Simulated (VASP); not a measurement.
# CoO (R-3m) in VASP: notebook, part 2 of 2

VASP 6.6.1. Earlier steps stand in the parts before.

## 3. Electric field gradients, PBE, collinear spin, ferromagnetic start (equal xy, yz and zx shear strains of +1.5 %)

Contents of INCAR:

```
  PREC = Accurate
  ENCUT = 520
  EDIFF = 1E-8
  ISMEAR = -1
  SIGMA = 0.05
  LREAL = F
  LASPH = T
  NELM = 150
  ALGO = Normal
  ISIF = 2
  LWAVE = F
  LCHARG = F
  ISPIN = 2
  MAGMOM = 2 0
  LORBIT = 11
  LMAXMIX = 4
  GGA = PE
  LEFG = T
  NBANDS = 18
```

Contents of KPOINTS:

```
regular mesh
0
Gamma
  15 15 15
```

Contents of POSCAR:

```
CoO
1.0
    0.0319725000      2.1474862500      2.1474862500
    2.1474862500      0.0319725000      2.1474862500
    2.1474862500      2.1474862500      0.0319725000
Co O
1 1
Direct
    0.0000000000      0.0000000000      0.0000000000
    0.5000000000      0.5000000000      0.5000000000
```

Potentials or basis: VASP PAW PBE potentials, release 64 (Co, O).

Run with:

```
> cat potpaw_PBE.64/Co/POTCAR potpaw_PBE.64/O/POTCAR > POTCAR
> mpirun -np 1 vasp_std > vasp.out
```

OUTCAR:

```text
PREC = Accurate
   ENCUT = 520
   EDIFF = 1E-8
   ISMEAR = -1
   LREAL = F
   LASPH = T
   NELM = 150
   ISIF = 2
   ISPIN = 2
   LORBIT = 11
   GGA = PE

 ion  position               nearest neighbor table
   1  0.000  0.000  0.000-   2 2.13   2 2.13   2 2.13   2 2.13   2 2.13   2 2.13
   2  0.500  0.500  0.500-   1 2.13   1 2.13   1 2.13   1 2.13   1 2.13   1 2.13

  LATTYP: Found a trigonal (rhomboedric) cell.
 ALAT       =     3.0371724727
 COS(alpha) =     0.5148312781

  Lattice vectors:

 A1 = (   0.0319725000,   2.1474862500,   2.1474862500)
 A2 = (   2.1474862500,   0.0319725000,   2.1474862500)
 A3 = (   2.1474862500,   2.1474862500,   0.0319725000)

Analysis of symmetry for initial positions (statically):
=====================================================================
 Subroutine PRICEL returns:
 Original cell was already a primitive cell.

 Routine SETGRP: Setting up the symmetry group for a
 trigonal (rhombohedral) supercell.

 Subroutine GETGRP returns: Found 12 space group operations
 (whereof 12 operations were pure point group operations)
 out of a pool of 12 trial point group operations.

The static configuration has the point symmetry D_3d.

Analysis of symmetry for dynamics (positions and initial velocities):
=====================================================================
 Subroutine PRICEL returns:
 Original cell was already a primitive cell.

 Routine SETGRP: Setting up the symmetry group for a
[... 1193 lines left out ...]
  Direction    XX          YY          ZZ          XY          YZ          ZX
  --------------------------------------------------------------------------------------
  -------------------------------------------------------------------------------------
  Total       -0.2830633     -0.2830633     -0.2830633      0.0440759      0.0440759      0.0440759
  in kB      -23.4196896    -23.4196896    -23.4196896      3.6466895      3.6466895      3.6466895
  external PRESSURE =     -23.4196896 kB  Pullay stress =       0.0000000 kB

 VOLUME and BASIS-vectors are now :
 -----------------------------------------------------------------------------
  energy-cutoff  :      520.00
  volume of cell :       19.36
      direct lattice vectors                 reciprocal lattice vectors
     0.031972500  2.147486250  2.147486250    -0.238095631  0.234602786  0.234602786
     2.147486250  0.031972500  2.147486250     0.234602786 -0.238095631  0.234602786
     2.147486250  2.147486250  0.031972500     0.234602786  0.234602786 -0.238095631

 POSITION                                       TOTAL-FORCE (eV/Angst)
 -----------------------------------------------------------------------------------
      0.00000      0.00000      0.00000        -0.000000      0.000000     -0.000000
      2.16347      2.16347      2.16347         0.000000     -0.000000      0.000000
 -----------------------------------------------------------------------------------
    total drift:                                0.000000     -0.000000     -0.000000

  FREE ENERGIE OF THE ION-ELECTRON SYSTEM (eV)
  ---------------------------------------------------
  free  energy   TOTEN  =       -13.0629429913 eV

  energy  without entropy=      -13.0290861881  energy(sigma->0) =      -13.04601459

 Electric field gradients (V/A^2)
---------------------------------------------------------------------
 ion       V_xx      V_yy      V_zz      V_xy      V_xz      V_yz
---------------------------------------------------------------------
   1      -0.000    -0.000     0.000     5.023     5.023     5.023
   2       0.000    -0.000    -0.000     2.686     2.686     2.686
---------------------------------------------------------------------

 Electric field gradients after diagonalization (V/A^2)
 (convention: |V_zz| > |V_xx| > |V_yy|)
----------------------------------------------------------------------
 ion       V_xx      V_yy      V_zz     asymmetry (V_yy - V_xx)/ V_zz
----------------------------------------------------------------------
   1      -5.023    -5.023    10.047       0.000
   2      -2.686    -2.686     5.372       0.000
----------------------------------------------------------------------

           NMR quadrupolar parameters

 Cq : quadrupolar parameter    Cq=e*Q*V_zz/h
 eta: asymmetry parameters     (V_yy - V_xx)/ V_zz
 Q  : nuclear electric quadrupole moment in mb (millibarn)
----------------------------------------------------------------------
 ion       Cq(MHz)       eta       Q (mb)
----------------------------------------------------------------------
   1       0.024       0.000       1.000
   2       0.013       0.000       1.000
----------------------------------------------------------------------

 total charge

# of ion       s       p       d       tot
------------------------------------------
    1        0.293   0.355   7.141   7.789
    2        1.556   3.423   0.000   4.979
--------------------------------------------------
tot          1.849   3.777   7.141  12.767

 magnetization (x)

# of ion       s       p       d       tot
------------------------------------------
    1        0.020   0.018   2.522   2.560
    2        0.028   0.270   0.000   0.299
--------------------------------------------------
tot          0.049   0.288   2.522   2.859
```

stdout:

```text
POSCAR found type information on POSCAR CoO
 POSCAR found :  2 types and       2 ions
 scaLAPACK will be used
 LDA part: xc-table for (Slater+PW92), standard interpolation
 POSCAR, INCAR and KPOINTS ok, starting setup
 FFT: planning ... GRIDC
 FFT: planning ... GRID_SOFT
 FFT: planning ... GRID
 WAVECAR not read
 entering main loop
ion   1

ion   2
```

Run time: 10 min. Hardware: 1 thread of Oxide Virtual Turin-like, shared host; peak memory 0.26 GiB.

Results:

```
Free energy                                           : -13.0629 eV
Pressure                                              : -2.3 GPa
Net moment                                            : 2.91 μB per cell
Site moments                                          : Co +2.56; O +0.30 μB
Largest electric field gradient by atom               : Co +10.0; O +5.4 V/Å²
Valence electrons inside the program's atomic spheres : Co 7.79; O 4.98
```

Levels at points of the mesh, in eV from the Fermi level:
Spin up:
```
           k point  band 5  band 6  band 7  band 8  band 9  band 10  band 11  band 12  band 13  band 14
(0.00, 0.00, 0.00)   -3.19   -3.04   -3.04   -2.99   -2.99     1.00    16.85    17.71    18.35    18.35
```
Spin down:
| k point | band 3 | band 4 | band 5 | band 6 | band 7 | band 8 | band 9 | band 10 |
| --- | --- | --- | --- | --- | --- | --- | --- | --- |
| (0.00, 0.00, 0.00) | -2.48 | -2.48 | -1.12 | -1.08 | -1.08 | 0.07 | 0.07 | 1.54 |

Electric field gradients, principal values (V/Å²):
```
atom   least  middle  greatest (by size)
1 Co  -5.023  -5.023              10.047
 2 O  -2.686  -2.686               5.372
```

Caveat: the cell differs from its parent crystal (equal xy, yz and zx shear strains of +1.5 %); without QUAD_EFG the Cq values of the log hold for a quadrupole moment of 1 mb, not for the nuclei; a cell with one magnetic atom can't hold antiferromagnetic order, which such compounds often take; semilocal functionals often make such compounds metallic where correlation or magnetic order opens a gap, which also shifts bond lengths.
